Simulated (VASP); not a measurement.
Wanted: the native input for a VASP 6.6.1 run.

```
Task                   : single point
Functional             : LDA
Potentials or basis    : VASP PAW LDA potentials, release 64 (Mg, As, Pt)
Cutoff                 : 520 eV
k mesh                 : 6 × 6 × 4
Occupations            : gaussian, width 0.05 eV
Spin                   : no spin polarisation
Dipole correction      : no
Further INCAR settings : ALGO = Normal; EDIFF = 1e-06; NBANDS = 38
```

The structure of MgAsPt5 lies in POSCAR:

```
MgAsPt5
1.0
    3.9499090000      0.0000000000      0.0000000000
    0.0000000000      3.9499090000      0.0000000000
    0.0000000000      0.0000000000      7.1274170000
Mg As Pt
1 1 5
Direct
    0.0000000000      0.0000000000      0.0000000000
    0.5000000000      0.5000000000      0.5000000000
    0.5000000000      0.5000000000      0.0000000000
    0.0000000000      0.5000000000      0.2790950000
    0.5000000000      0.0000000000      0.2790950000
    0.0000000000      0.5000000000      0.7209050000
    0.5000000000      0.0000000000      0.7209050000
```

These files were run (other wordings do the same):

INCAR

```
SYSTEM = MgAsPt5
  ALGO = Normal
  EDIFF = 1E-6
  ENCUT = 520
  ISIF = 2
  ISMEAR = 0
  LASPH = .True.
  LCHARG = .True.
  LELF = .True.
  LREAL = .False.
  LVHAR = .True.
  LWAVE = .False.
  NBANDS = 38
  NELM = 80
  PREC = Accurate
  SIGMA = 0.05
```

KPOINTS

```
k-points
0
Gamma
  6 6 4
  0 0 0
```

Potentials or basis: VASP PAW LDA potentials, release 64 (Mg, As, Pt).

Run with:

```console
$ cat potpaw_LDA.64/Mg/POTCAR potpaw_LDA.64/As/POTCAR potpaw_LDA.64/Pt/POTCAR > POTCAR
$ mpirun -np 1 vasp_std > vasp.out
```

It gave:

| Item | Value |
| --- | --- |
| Pressure | -7.1 GPa |
| Largest force | 0.067 eV/Å |
| Band gap on the k mesh | zero (an odd number of electrons rules out a gap without spin polarisation) |

Caveat: the cell stands under tension; spin-orbit coupling is left out, which moves the levels of the heavy elements.

Wall time 74 s on 1 thread of AMD EPYC 7R13 Processor (Zen 3) (shared host), peak memory 0.22 GiB.
